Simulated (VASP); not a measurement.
A run of VASP 6.6.1 is set up as follows.

Contents of INCAR:

```
ALGO = Normal
EDIFF = 1E-7
ENCUT = 520
GGA = PS
ISIF = 2
ISMEAR = 1
LASPH = T
LCHARG = F
LREAL = F
LWAVE = F
NBANDS = 9
NELM = 60
PREC = Accurate
SIGMA = 0.02
```

The input KPOINTS:

```
k-points
0
Gamma
  7 7 7
```

File POSCAR:

```
S
1.0
    1.4669063801      1.4669063801      1.4669063801
   -1.4669063801      1.4669063801      1.4669063801
   -1.4669063801     -1.4669063801      1.4669063801
S
1
Direct
    0.0000000000      0.0000000000      0.0000000000
```

Potentials or basis: VASP PAW PBE potentials, release 64 (S).

Command:

```sh
$ cat potpaw_PBE.64/S/POTCAR > POTCAR
$ mpirun -np 1 vasp_std > vasp.out
```

Problem. What does it give for the band gap on the k mesh?

Solution. Zero (band 3 reaches 15.70 eV, above the bottom of band 4 at 6.94 eV).

Problem. Estimate the pressure.

Solution. 20.1 GPa.

Caveat: the k points lie up to 0.43 Å⁻¹ apart; the PAW data sets were made with another functional, which shifts forces and pressure a little.
